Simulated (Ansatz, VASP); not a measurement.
# Re in VASP and in Ansatz

```xyz
1
Lattice="0.0000 1.9750 1.9750 1.9750 0.0000 1.9750 1.9750 1.9750 0.0000" Properties=species:S:1:pos:R:3 pbc="T T T"
Re    0.0000    0.0000    0.0000
```

Alike in both runs: task relaxation of cell and atoms; functional PBE; k mesh 12 × 12 × 12; occupations fermi-dirac, width 0.05 eV; no spin polarisation.

```csv
,VASP,Ansatz
version,VASP 6.6.1,Ansatz 0.2.0
potentials or method,"VASP PAW PBE potentials, release 64 (Re)",Ansatz PAW
plane-wave cutoff (eV),600,420
valence electrons in the cell,7,15
```

|  | VASP | Ansatz | Ansatz less VASP |
| --- | --- | --- | --- |
| gap on the k mesh at the Fermi level, each at its own relaxed structure (eV) | none | none | - |
| relaxed volume (Å³/atom) | 14.98 | 15.01 | +0.024 |
| relaxed cell length with the largest relative difference (Å) | 2.767 | 2.769 | +0.0015 |

A gap of «none» marks a metal or a gap that the smearing closes. VASP's potentials hold 7 valence electrons a cell and Ansatz's 15, so a difference there can come from the potentials and not from the codes.

Spin-orbit coupling is off throughout. Noted on Ansatz's run: the plane-wave basis is chosen anew once the cell has moved, so the energies of steps on either side of that aren't comparable.
